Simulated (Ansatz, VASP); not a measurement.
## One calculation of GaReSi, two programs

```
CELL_PARAMETERS angstrom
3.19420 0.00000 0.00000
0.00000 3.19420 0.00000
0.00000 0.00000 8.05400
ATOMIC_POSITIONS crystal
Ga 0.50000 0.00000 0.91448
Ga 0.00000 0.50000 0.08552
Si 0.00000 0.50000 0.41551
Si 0.50000 0.00000 0.58449
Re 0.00000 0.50000 0.72968
Re 0.50000 0.00000 0.27032
```

Alike in both runs: functional PBE; k mesh 10 × 10 × 4; occupations fermi-dirac, width 0.05 eV; no spin polarisation.

Ansatz relaxed the structure, and its values are those at the end. VASP's run is a single point on that final structure, the one shown.

```csv
,VASP,Ansatz
version,VASP 6.6.1,Ansatz 0.2.0
potentials or method,"VASP PAW PBE potentials, release 64 (Ga_d, Si, Re)","plane-wave PAW, scalar-relativistic"
plane-wave cutoff (eV),520,420
valence electrons in the cell,48,64
```

|  | VASP | Ansatz | Ansatz less VASP |
| --- | --- | --- | --- |
| pressure (GPa) | 4.0 | 3.7 | -0.32 |
| rms of the force components (eV/Å) | 0.007 | 0.003 | -0.0042 |

VASP's potentials hold 48 valence electrons a cell and Ansatz's 64, so a difference there can come from the potentials and not from the codes. Ansatz's warnings: stress scf threshold loose.

Spin-orbit coupling is off throughout.
